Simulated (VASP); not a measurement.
# C in VASP: a series of runs

The runs below take C through single point, relaxation of the atoms, with PBE+D3(BJ).

All numbers are computed with VASP 6.6.1; they aren't measurements. Logs are shortened: lines on timing, memory, paths and dates and some standing lists are left out, and cuts for length are marked.

## Step 1: The cell of the first run

The cell holds a slab with vacuum, 4 atoms: a = 2.466 Å, b = 2.466 Å, c = 32.600 Å, α = 90.00°, β = 90.00°, γ = 60.00°.

## Step 2: Single point, PBE+D3(BJ)

The input, INCAR:

```
  ALGO = Normal
  DIPOL = 0.5 0.5 0.500
  EDIFF = 1E-6
  ENCUT = 520
  GGA = PE
  IDIPOL = 3
  ISIF = 2
  ISMEAR = 0
  IVDW = 12
  LASPH = True
  LCHARG = True
  LDIPOL = True
  LELF = True
  LREAL = False
  LVACPOTAV = True
  LVHAR = True
  LWAVE = False
  NBANDS = 16
  NELM = 100
  PREC = Accurate
  SIGMA = 0.1
```

The input, KPOINTS:

```
k-points
0
Gamma
  21 21 1
```

The input, POSCAR:

```
C
1.0
    2.4656961952     -0.0000080696      0.0000000000
    1.2328550860      2.1353515083      0.0000000000
    0.0000000000      0.0000000000     32.6000552997
C
4
Direct
    0.1656235039      0.1656235039      0.4449392945
    0.4989568373      0.4989568373      0.4449392975
    0.1656235039      0.1656235039      0.5550607055
    0.4989568373      0.4989568373      0.5550607025
```

Potentials or basis: VASP PAW PBE potentials, release 64 (C).

Run with:

```sh
$ cat potpaw_PBE.64/C/POTCAR > POTCAR
$ mpirun -np 1 vasp_std > vasp.out
```

OUTCAR:

```text
EDIFF = 1E-6
   ENCUT = 520
   GGA = PE
   ISIF = 2
   ISMEAR = 0
   IVDW = 12
   LASPH = True
   LREAL = False
   NELM = 100
   PREC = Accurate
 IVDW          = 12

 ion  position               nearest neighbor table
   1  0.166  0.166  0.445-   2 1.42   2 1.42   2 1.42
   2  0.499  0.499  0.445-   1 1.42   1 1.42   1 1.42
   3  0.166  0.166  0.555-   4 1.42   4 1.42   4 1.42
   4  0.499  0.499  0.555-   3 1.42   3 1.42   3 1.42

  LATTYP: Found a hexagonal cell.
 ALAT       =     2.4656961952
 C/A-ratio  =    13.2214404041

  Lattice vectors:

 A1 = (  -1.2328550860,  -2.1353515083,   0.0000000000)
 A2 = (   2.4656961952,  -0.0000080696,   0.0000000000)
 A3 = (   0.0000000000,   0.0000000000,  32.6000552997)

Analysis of symmetry for initial positions (statically):
=====================================================================
 Subroutine PRICEL returns:
 Original cell was already a primitive cell.

 Routine SETGRP: Setting up the symmetry group for a
 hexagonal supercell.

 Subroutine GETGRP returns: Found 24 space group operations
 (whereof  4 operations were pure point group operations)
 out of a pool of 24 trial point group operations.

The static configuration has the point symmetry C_2v.
 The point group associated with its full space group is D_6h.

Analysis of symmetry for dynamics (positions and initial velocities):
=====================================================================
 Subroutine PRICEL returns:
 Original cell was already a primitive cell.

 Routine SETGRP: Setting up the symmetry group for a
 hexagonal supercell.

 Subroutine GETGRP returns: Found 24 space group operations
 (whereof  4 operations were pure point group operations)
 out of a pool of 24 trial point group operations.

The dynamic configuration has the point symmetry C_2v.
 The point group associated with its full space group is D_6h.

 Subroutine INISYM returns: Found 24 space group operations
 (whereof  4 operations are pure point group operations),
 and found     1 'primitive' translations

----------------------------------------------------------------------------------------

                                     Primitive cell

  volume of cell :     171.6438

  direct lattice vectors                    reciprocal lattice vectors
     2.465696195 -0.000008070  0.000000000     0.405564202 -0.234154371  0.000000000
     1.232855086  2.135351508  0.000000000     0.000001533  0.468306088  0.000000000
     0.000000000  0.000000000 32.600055300     0.000000000  0.000000000  0.030674795

  length of vectors
     2.465696195  2.465696195 32.600055300     0.468306088  0.468306088  0.030674795

  position of ions in fractional coordinates (direct lattice)
     0.165623504  0.165623504  0.444939295
     0.498956837  0.498956837  0.444939297
     0.165623504  0.165623504  0.555060705
     0.498956837  0.498956837  0.555060703

  ion indices of the primitive-cell ions
   primitive index   ion index
                 1           1
                 2           2
                 3           3
                 4           4

----------------------------------------------------------------------------------------

 KPOINTS: k-points

Automatic generation of k-mesh.
 Grid dimensions read from file:
 generate k-points for:   21   21    1

 Generating k-lattice:

  Cartesian coordinates                     Fractional coordinates (reciprocal lattice)
     0.019312581 -0.011150208  0.000000000     0.047619048  0.000000000  0.000000000
     0.000000073  0.022300290  0.000000000     0.000000000  0.047619048  0.000000000
     0.000000000  0.000000000  0.030674795     0.000000000  0.000000000  1.000000000

  Length of vectors
     0.022300290  0.022300290  0.030674795

  Shift w.r.t. Gamma in fractional coordinates (k-lattice)
     0.000000000  0.000000000  0.000000000

 Subroutine IBZKPT returns following result:
 ===========================================

 Found     48 irreducible k-points:

 Following reciprocal coordinates:
            Coordinates               Weight
  0.000000  0.000000  0.000000      1.000000
  0.047619  0.000000  0.000000      6.000000
  0.095238  0.000000  0.000000      6.000000
  0.142857  0.000000  0.000000      6.000000
  0.190476  0.000000  0.000000      6.000000
  0.238095 -0.000000  0.000000      6.000000
[... 16 lines left out ...]
  0.238095  0.095238  0.000000     12.000000
  0.285714  0.095238  0.000000     12.000000
 [... further k-points ...]
   k-points           NKPTS =     48   k-points in BZ     NKDIM =     48   number of bands    NBANDS=     16
   number of dos      NEDOS =    301   number of ions     NIONS =      4
   total plane-waves  NPLWV =  81000
   dimension x,y,z NGX =    18 NGY =   18 NGZ =  250
   dimension x,y,z NGXF=    36 NGYF=   36 NGZF=  500
   ions per type =               4
   NGX,Y,Z   is equivalent  to a cutoff of  12.14, 12.14, 12.75 a.u.
   NGXF,Y,Z  is equivalent  to a cutoff of  24.27, 24.27, 25.50 a.u.
 SYSTEM =  unknown system
   PREC   = accura    normal or accurate (medium, high low for compatibility)
   ISTART =      0    job   : 0-new  1-cont  2-samecut
   ICHARG =      2    charge: 1-file 2-atom 10-const
   ISPIN  =      1    spin polarized calculation?
   LNONCOLLINEAR =      F non collinear calculations
   LSORBIT =      F    spin-orbit coupling
   LASPH  =      T    aspherical Exc in radial PAW
   ENCUT  =  520.0 eV  38.22 Ry    6.18 a.u.   4.58  4.58 60.61*2*pi/ulx,y,z
   NELM   =    100;   NELMIN=  2; NELMDL= -5     # of ELM steps
   EDIFF  = 0.1E-05   stopping-criterion for ELM
   LREAL  =      F    real-space projection
   EDIFFG = 0.1E-04   stopping-criterion for IOM
   NSW    =      0    number of steps for IOM
   IBRION =     -1    ionic relax: 0-MD 1-quasi-New 2-CG
   NFREE  =      0    steps in history (QN), initial steepest desc. (CG)
   ISIF   =      2    stress and relaxation
   ISYM   =      2    0-nonsym 1-usesym 2-fastsym
   POTIM  = 0.5000    time-step for ionic-motion
   TEBEG  =    0.0;   TEEND  =   0.0 temperature during run
   PSTRESS=    0.0 pullay stress
   NELECT =      16.0000    total number of electrons
   NUPDOWN=      -1.0000    fix difference up-down
   EMIN   =  10.00;   EMAX   =-10.00  energy-range for DOS
   EFERMI =   0.00;   METHOD = LEGACY
   ISMEAR =     0;   SIGMA  =   0.10  broadening in eV -4-tet -1-fermi 0-gaus
   EFERMI_NEDOS =   21; number of points for ismear=-14 and -15
   IALGO  =     38    algorithm
   IMIX   =      4    mixing-type and parameters
     AMIX     =   0.40;   BMIX     =  1.00
     AMIX_MAG =   1.60;   BMIX_MAG =  1.00
  volume/ion in A,a.u.               =      42.91       289.58
  Fermi-wavevector in a.u.,A,eV,Ry     =   0.742287  1.402720  7.496683  0.550991
  Thomas-Fermi vector in A             =   1.837130
   LORBIT       =      0    0 simple, 1 ext, 2 COOP (PROOUT), +10 PAW based schemes
   GGA     = PE    functional components
   LHFCALC =     F    Hartree Fock is set to
   AEXX    =    0.0000 exact exchange contribution
   IVDW    =    12    specifies the selected vdW correction
   LEPSILON=     F    determine dielectric tensor
   LRPA    =     F    only Hartree local field effects (RPA)
 non-spin polarized calculation
 Gauss-broadening in eV      SIGMA  =   0.10
  energy-cutoff  :      520.00
  volume of cell :      171.64
 maximum number of plane-waves:      4686
   NGX =  9   NGY =  9   NGZ =121

 number of electron      15.9999997 magnetization

 dipolmoment           0.000000      0.000000     -0.000000 electrons x Angstroem

 Free energy of the ion-electron system (eV)
  ---------------------------------------------------
  ext. energy  EPLUGINS =         0.00000000
  ---------------------------------------------------
  free energy    TOTEN  =       -36.88300272 eV

  energy without entropy =      -36.88299566  energy(sigma->0) =      -36.88299919

 E-fermi :  -2.4162     XC(G=0):  -2.4431

 val. band max:       -2.6392391615   @ k =  -0.3333   0.3333   0.0000
 cond. band min:      -2.1931120306   @ k =  -0.3333   0.3333   0.0000
 fundamental gap:      0.4461271309
 Fermi energy:        -2.4161755286

 k-point     1 :       0.0000    0.0000    0.0000
  band No.  band energies     occupation
      1     -21.9815      2.00000
      2     -21.8937      2.00000
      3     -10.3738      2.00000
      4      -9.6863      2.00000
      5      -5.4595      2.00000
      6      -5.4595      2.00000
[... 8 lines left out ...]
     15       3.1716      0.00000
     16       4.1199      0.00000

 k-point     2 :       0.0476    0.0000    0.0000
  band No.  band energies     occupation
      1     -21.9277      2.00000
      2     -21.8403      2.00000
      3     -10.3091      2.00000
      4      -9.6231      2.00000
      5      -5.6803      2.00000
      6      -5.6703      2.00000
[... 8 lines left out ...]
     15       3.2435      0.00000
     16       4.1905      0.00000

 k-point     3 :       0.0952    0.0000    0.0000
  band No.  band energies     occupation
      1     -21.7666      2.00000
      2     -21.6801      2.00000
      3     -10.1156      2.00000
      4      -9.4338      2.00000
      5      -6.2995      2.00000
      6      -6.2865      2.00000
[... 8 lines left out ...]
     15       3.4590      0.00000
     16       4.4021      0.00000

 k-point     4 :       0.1429    0.0000    0.0000
  band No.  band energies     occupation
      1     -21.4987      2.00000
      2     -21.4137      2.00000
      3      -9.7947      2.00000
      4      -9.1203      2.00000
      5      -7.2177      2.00000
      6      -7.2004      2.00000
[... 8 lines left out ...]
     15       3.8174      0.00000
     16       4.7532      0.00000
[... 324 lines left out ...]
 k-point    22 :       0.1905    0.0952    0.0000
  band No.  band energies     occupation
      1     -21.3384      2.00000
      2     -21.2542      2.00000
      3      -9.6032      2.00000
      4      -8.9333      2.00000
      5      -7.5624      2.00000
      6      -7.5441      2.00000
[... 8 lines left out ...]
     15       4.0333      0.00000
     16       4.9660      0.00000

 k-point    23 :       0.2381    0.0952    0.0000
  band No.  band energies     occupation
      1     -20.9655      2.00000
      2     -20.8834      2.00000
      3      -9.1599      2.00000
      4      -8.5039      2.00000
      5      -8.5011      2.00000
      6      -8.4813      2.00000
[... 8 lines left out ...]
     15       4.5332      0.00000
     16       5.4525      0.00000

 k-point    24 :       0.2857    0.0952    0.0000
  band No.  band energies     occupation
      1     -20.4887      2.00000
      2     -20.4092      2.00000
      3      -9.6015      2.00000
      4      -9.5744      2.00000
      5      -8.5978      2.00000
      6      -7.9543      2.00000
[... 8 lines left out ...]
     15       4.9991      0.00000
     16       5.0915      0.00000

 [... further k-points ...]

------------------------ aborting loop because EDIFF is reached ----------------------------------------

 Edisp (eV)   -0.45689

 E8    (eV) :    -0.1359

  FORCE on cell =-STRESS in cart. coord.  units (eV):
  Direction    XX          YY          ZZ          XY          YZ          ZX
  --------------------------------------------------------------------------------------
  -------------------------------------------------------------------------------------
  Total       0.09714     0.09714    -0.01508    -0.00000    -0.00000    -0.00000
  in kB       0.90674     0.90674    -0.14074    -0.00000    -0.00000    -0.00000
  external pressure =        0.56 kB  Pullay stress =        0.00 kB

 VOLUME and BASIS-vectors are now :
 -----------------------------------------------------------------------------
  energy-cutoff  :      520.00
  volume of cell :      171.64
      direct lattice vectors                 reciprocal lattice vectors
     2.465696195 -0.000008070  0.000000000     0.405564202 -0.234154371  0.000000000
     1.232855086  2.135351508  0.000000000     0.000001533  0.468306088  0.000000000
     0.000000000  0.000000000 32.600055300     0.000000000  0.000000000  0.030674795

 POSITION                                       TOTAL-FORCE (eV/Angst)
 -----------------------------------------------------------------------------------
      0.61257      0.35366     14.50505         0.000000     -0.000000     -0.000811
      1.84542      1.06544     14.50505        -0.000000     -0.000000     -0.000811
      0.61257      0.35366     18.09501         0.000000      0.000000      0.000811
      1.84542      1.06544     18.09501        -0.000000     -0.000000      0.000811
 -----------------------------------------------------------------------------------
    total drift:                                0.000020      0.000011     -0.000087

  FREE ENERGIE OF THE ION-ELECTRON SYSTEM (eV)
  ---------------------------------------------------
  free  energy   TOTEN  =       -37.3398888475 eV

  energy  without entropy=      -37.3398817821  energy(sigma->0) =      -37.33988531

 vacuum level on the upper side and lower side of the slab         1.847         1.847
```

It took 2.8 min on 1 thread of Intel Xeon Platinum 8488C (Sapphire Rapids), shared host; peak memory 0.31 GiB.

What came out:

| Quantity | Value |
| --- | --- |
| Free energy | -37.3399 eV |
| Dispersion energy per atom | -0.114 eV |

## Step 3: Relaxation of the atoms, PBE+D3(BJ) (strain along y -0.020)

The input, INCAR:

```
  PREC = Accurate
  ENCUT = 520
  EDIFF = 1E-6
  ISMEAR = 0
  SIGMA = 0.1
  LREAL = F
  LASPH = T
  NELM = 100
  ALGO = Normal
  ISIF = 2
  LWAVE = F
  LCHARG = F
  LDIPOL = T
  IDIPOL = 3
  DIPOL = 0.5 0.5 0.500
  GGA = PE
  IVDW = 12
  IBRION = 2
  NSW = 60
  EDIFFG = -0.01
```

The input, KPOINTS:

```
regular mesh
0
Gamma
  21 21 1
```

The input, POSCAR:

```
C
1.0
    2.4656963724     -0.0000076060      0.0000000000
    1.2328554417      2.0926444774      0.0000000000
    0.0000000000      0.0000000000     26.0015393183
C
2
Direct
    0.1656234911      0.1656234911      0.5000002658
    0.4989568501      0.4989568501      0.4999997342
```

Potentials or basis: VASP PAW PBE potentials, release 64 (C).

Run with:

```sh
$ cat potpaw_PBE.64/C/POTCAR > POTCAR
$ mpirun -np 1 vasp_std > vasp.out
```

It took 8 min on 1 thread of Oxide Virtual Turin-like, shared host; peak memory 0.28 GiB.

It converged, with:

- Free energy: -18.6021 eV
- Energy gained by relaxing: 0.3 meV/atom
- Ionic steps: 3
- Dispersion energy per atom: -0.089 eV

The path:
| step | energy change (eV) | largest force (eV/Å) | pressure (GPa) |
| --- | --- | --- | --- |
| 1 | 0.0000 | 0.2614 | 1.24 |
| 2 | 0.0115 | 1.1385 | 1.23 |
| 3 | -0.0006 | 0.0005 | 1.23 |

Final structure:
```cif
data_structure
_symmetry_space_group_name_H-M 'P 1'
_symmetry_Int_Tables_number 1
_cell_length_a 2.4657
_cell_length_b 2.4288
_cell_length_c 26.0015
_cell_angle_alpha 90.000
_cell_angle_beta 90.000
_cell_angle_gamma 59.496
_cell_volume 134.16
loop_
_atom_site_label
_atom_site_type_symbol
_atom_site_fract_x
_atom_site_fract_y
_atom_site_fract_z
_atom_site_occupancy
C1 C 0.16509 0.16668 0.50000 1
C2 C 0.49949 0.49790 0.50000 1
```

Caveat: the cell differs from its parent crystal (strain along y -0.020).
